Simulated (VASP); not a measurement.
Input of a VASP 6.6.1 run:

The input INCAR:

```
PREC = Accurate
ENCUT = 520
EDIFF = 1E-7
ISMEAR = 1
SIGMA = 0.05
LREAL = F
LASPH = T
NELM = 150
ALGO = Normal
ISIF = 2
LWAVE = F
LCHARG = T
ISPIN = 2
MAGMOM = 3 -3 0 0 0 0
LORBIT = 11
LMAXMIX = 4
LELF = T
LVHAR = T
NBANDS = 37
```

Contents of KPOINTS:

```
Automatic mesh
0
Gamma
  5 5 8
```

File POSCAR:

```
CrO2
1.0
    4.4480510000      0.0000000000      0.0000000000
    0.0000000000      4.5292350000      0.0000000000
    0.0000000000      0.0000000000      2.9859640000
Cr O
2 4
Direct
    0.5000000000      0.5000000000      0.5000000000
    0.0000000000      0.0000000000      0.0000000000
    0.7929690000      0.1898170000      0.5000000000
    0.2070310000      0.8101830000      0.5000000000
    0.7070310000      0.6898170000      0.0000000000
    0.2929690000      0.3101830000      0.0000000000
```

Potentials or basis: VASP PAW LDA potentials, release 64 (Cr_pv, O).

Launch:

```bash
$ cat potpaw_LDA.64/Cr_pv/POTCAR potpaw_LDA.64/O/POTCAR > POTCAR
$ mpirun -np 1 vasp_std > vasp.out
```

Q: Estimate the net moment.

A: 0.00 μB per cell.

Q: What does it give for the site moments?

A: Cr +1.74, -1.74; O +0.02, -0.02 (each value once) μB.

Q: Predict the pressure.

A: -25.3 GPa.

Forces on the atoms (eV/Å):
```
Cr   0.000  0.000  0.000
Cr   0.000  0.000  0.000
O    0.490 -0.330  0.000
O   -0.490  0.330  0.000
O   -0.490 -0.330  0.000
O    0.490  0.330  0.000
```

Caveat: the stress differs along the axes, from -32 to -22 GPa.
